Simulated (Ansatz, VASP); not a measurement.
## TiSi in VASP and in Ansatz

The input INCAR:

```
  ALGO = Normal
  EDIFF = 1E-6
  ENCUT = 520
  GGA = PS
  ISIF = 2
  ISMEAR = 0
  LASPH = True
  LCHARG = False
  LREAL = False
  LWAVE = False
  NBANDS = 15
  NELM = 100
  PREC = Accurate
  SIGMA = 0.1
```

File KPOINTS:

```
k-points
0
Gamma
  16 16 12
```

The input POSCAR:

```
TiSi
1.0
    1.8161780000     -2.1176240000      0.0000000000
    1.8161780000      2.1176240000      0.0000000000
    0.0000000000      0.0000000000      3.8039340000
Ti Si
1 1
Direct
    0.5000000000      0.5000000000      0.0000000000
    0.0000000000      0.0000000000      0.5000000000
```

Input for Ansatz:

```yaml
crystal:
  lattice:
    - [1.816178, -2.117624, 0.0]
    - [1.816178, 2.117624, 0.0]
    - [0.0, 0.0, 3.803934]
  atoms:
    - { symbol: Ti, position: [0.5, 0.5, 0.0] }
    - { symbol: Si, position: [0.0, 0.0, 0.5] }
basis:
  ecutwfc: 420
kpoints:
  mp_grid: { grid: [16, 16, 12] }
hamiltonian:
  xc: pbesol
scf:
  occupations: { method: gaussian, width: 0.1 }
output:
  forces: true
  stress: true
  eigenvalues: true
  populations: true
```

Alike in both runs: task single point; functional PBEsol; k mesh 16 × 16 × 12; occupations gaussian, width 0.1 eV; no spin polarisation.

|  | VASP | Ansatz |
| --- | --- | --- |
| version | VASP 6.6.1 | Ansatz 0.2.0 |
| potentials or method | VASP PAW PBE potentials, release 64 (Ti_sv, Si), cutoff 520 eV | scalar-relativistic, plane waves, PAW |
| valence electrons in the cell | 16 | 16 |

VASP gave:

* gap on the k mesh at the Fermi level (eV): none
* pressure (GPa): -4.3
* traceless stress, the component that is largest in VASP (GPa): -0.55

Which values does Ansatz return?

gap on the k mesh at the Fermi level (eV): none; pressure (GPa): -4.3; traceless stress, the component that is largest in VASP (GPa): -0.48.

VASP's potentials were made for PBE, not for PBEsol. A gap of «none» marks a metal or a gap that the smearing closes.
